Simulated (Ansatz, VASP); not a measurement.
TaS2: VASP beside Ansatz

File INCAR:

```
SYSTEM = TaS2
PREC = Accurate
ENCUT = 500
EDIFF = 1E-6
ISMEAR = -1
SIGMA = 0.03
LREAL = .FALSE.
LASPH = .TRUE.
NELM = 120
ALGO = Normal
ISIF = 2
LWAVE = .FALSE.
LCHARG = .TRUE.
GGA = PE
LELF = .TRUE.
LVHAR = .TRUE.
NBANDS = 18
GGA_COMPAT = .FALSE.
```

Contents of KPOINTS:

```
Automatic mesh
0
G
  9 9 5
  0 0 0
```

The input POSCAR:

```
TaS2
1.0
    3.3500021206      0.0000000000      0.0000000000
   -1.6750010603      2.9011869392      0.0000000000
    0.0000000000      0.0000000000      6.0358000000
Ta S
1 2
Direct
    0.0000000000      0.0000000000      0.0000000000
    0.3333333333      0.6666666667      0.2500000000
    0.6666666667      0.3333333333      0.7500000000
```

Input for Ansatz:

```yaml
crystal:
  lattice:
    - [3.3500021206, 0.0, 0.0]
    - [-1.6750010603, 2.9011869392, 0.0]
    - [0.0, 0.0, 6.0358]
  atoms:
    - { symbol: Ta, position: [0.0, 0.0, 0.0] }
    - { symbol: S, position: [0.3333333333, 0.6666666667, 0.25] }
    - { symbol: S, position: [0.6666666667, 0.3333333333, 0.75] }
kpoints:
  mp_grid: { grid: [9, 9, 5] }
  band_path:
    path:
      - [0.0, 0.0, 0.0]
      - [0.5, 0.0, 0.0]
      - [0.3333333333, 0.3333333333, 0.0]
      - [0.0, 0.0, 0.0]
      - [0.0, 0.0, 0.5]
      - [0.5, 0.0, 0.5]
      - [0.3333333333, 0.3333333333, 0.5]
      - [0.0, 0.0, 0.5]
      - [0.5, 0.0, 0.5]
    npoints: 5
scf:
  occupations: { method: fermi_dirac, width: 0.03 }
hamiltonian:
  xc: pbe
  pseudopotentials: { kind: all_electron, lapw: { basis_error: 0.001 } }
output:
  forces: true
  stress: true
  eigenvalues: true
```

Change from the starting cell: zz strain of +3 %.

Alike in both runs: task single point; functional PBE; k mesh 9 × 9 × 5; occupations fermi-dirac, width 0.03 eV; no spin polarisation.

|  | VASP | Ansatz |
| --- | --- | --- |
| version | VASP 6.6.1 | Ansatz 0.2.0 |
| potentials or method | VASP PAW PBE potentials, release 64 (Ta_pv, S), cutoff 500 eV | all-electron LAPW, scalar-relativistic |

```tsv
	VASP	Ansatz	Ansatz less VASP
pressure (GPa)	4.6	4.7	+0.05
traceless stress, the component that is largest in VASP (GPa)	1.30	1.26	-0.046
rms of the force components (eV/Å)	0.254	0.251	-0.0029
```

Atom by atom the forces differ by 0.003 eV/Å (rms over components). Ansatz ran all-electron here, and VASP with PAW potentials.

Neither program's run includes spin-orbit coupling.
